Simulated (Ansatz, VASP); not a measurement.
**Fe: VASP beside Ansatz**

File INCAR:

```
PREC     = Accurate       # precision mode
ENCUT    = 520            # plane-wave cutoff, eV
EDIFF    = 1E-7           # SCF threshold, eV
ISMEAR   = 0              # smearing method
SIGMA    = 0.05           # smearing width, eV
LREAL    = F              # projectors in reciprocal space
LASPH    = T              # aspherical terms in the spheres
NELM     = 150            # most SCF steps
ALGO     = Normal         # electronic algorithm
ISIF     = 2              # what is computed and relaxed
LWAVE    = F              # write WAVECAR
LCHARG   = F              # write CHGCAR
ISPIN    = 2              # spin polarisation
MAGMOM   = 2.46           # initial moments
LORBIT   = 11             # projections on sites
LMAXMIX  = 4              # l up to which the mixer works
GGA      = PE             # functional
NBANDS   = 14             # bands
```

KPOINTS

```
Automatic mesh
0
Gamma
  22 22 22
```

File POSCAR:

```
Fe
1.0
   -1.4342216291      1.4342216291      1.4342216291
    1.4342216291     -1.4342216291      1.4342216291
    1.4342216291      1.4342216291     -1.4342216291
Fe
1
Direct
    0.0000000000      0.0000000000      0.0000000000
```

Input for Ansatz:

```yaml
crystal:
  lattice:
    - [-1.4342216291, 1.4342216291, 1.4342216291]
    - [1.4342216291, -1.4342216291, 1.4342216291]
    - [1.4342216291, 1.4342216291, -1.4342216291]
  atoms:
    - { symbol: Fe, position: [0.0, 0.0, 0.0], spin: 2.46 }
basis:
  ecutwfc: 420
  ecutrho_ratio: 4
kpoints:
  mp_grid: { grid: [22, 22, 22] }
hamiltonian:
  xc: pbe
scf:
  occupations: { method: gaussian, width: 0.05 }
output:
  forces: true
  stress: true
  eigenvalues: true
  populations: true
magnetization:
  spin_polarized: true
```

Alike in both runs: task single point; functional PBE; k mesh 22 × 22 × 22; occupations gaussian, width 0.05 eV; collinear spin.

|  | VASP | Ansatz |
| --- | --- | --- |
| version | VASP 6.6.1 | Ansatz 0.2.0 |
| potentials or method | VASP PAW PBE potentials, release 64 (Fe), cutoff 520 eV | scalar-relativistic, plane waves, PAW |
| valence electrons in the cell | 8 | 16 |

Ansatz gave:

| Quantity | Value |
| --- | --- |
| gap on the k mesh at the Fermi level (eV) | none |
| pressure (GPa) | -7.1 |
| net moment per atom (μB) | 2.22 |
| size of the moment on the site where the two differ most (μB) | 2.27 |

Problem. Which values does VASP return?

Solution. gap on the k mesh at the Fermi level (eV): none; pressure (GPa): -6.9; net moment per atom (μB): 2.25; size of the moment on the site where the two differ most (μB): 2.25.

Site moments also hang on the region over which each program counts them. A gap of «none» marks a metal or a gap that the smearing closes. With one functional, cell and mesh, what is left measures potentials, basis and numerics. VASP's potentials hold 8 valence electrons a cell and Ansatz's 16, so a difference there can come from the potentials and not from the codes.
